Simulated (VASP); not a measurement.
Wanted: the native input for a VASP 6.6.1 run.

```yaml
Task: single point
Functional: PBE
Potentials_or_basis: VASP PAW PBE potentials, release 64 (Zn, Se)
Cutoff: 520 eV
k_mesh: 6 × 6 × 6
Occupations: gaussian, width 0.01 eV
Spin: no spin polarisation
Dipole_correction: no
Further_INCAR_settings: ALGO = Normal; EDIFF = 1e-07; NBANDS = 16
```

The structure of ZnSe (Stilleite) lies in POSCAR:

```
ZnSe
1.0
    0.0000000000      2.8338000000      2.8338000000
    2.8338000000      0.0000000000      2.8338000000
    2.8338000000      2.8338000000      0.0000000000
Zn Se
1 1
Direct
    0.0000000000      0.0000000000      0.0000000000
    0.2500000000      0.2500000000      0.2500000000
```

One way to write it, as run:

INCAR

```
SYSTEM = ZnSe
  PREC = Accurate
  ENCUT = 520
  EDIFF = 1E-7
  ISMEAR = 0
  SIGMA = 0.01
  LREAL = .False.
  LASPH = .True.
  NELM = 100
  ALGO = Normal
  ISIF = 2
  LWAVE = .False.
  LCHARG = .False.
  GGA = PE
  NBANDS = 16
```

KPOINTS

```
Automatic mesh
0
Gamma
  6 6 6
  0 0 0
```

Potentials or basis: VASP PAW PBE potentials, release 64 (Zn, Se).

Command:

```console
$ cat potpaw_PBE.64/Zn/POTCAR potpaw_PBE.64/Se/POTCAR > POTCAR
$ mpirun -np 1 vasp_std > vasp.out
```

Results of the run:

```json
{
 "Pressure": "2.4 GPa",
 "Band gap on the k mesh": "1.29 eV, direct"
}
```

It took 8.2 s on 1 thread of Intel(R) Xeon(R) Platinum 8559C (Emerald Rapids) (shared host), peak memory 0.16 GiB.
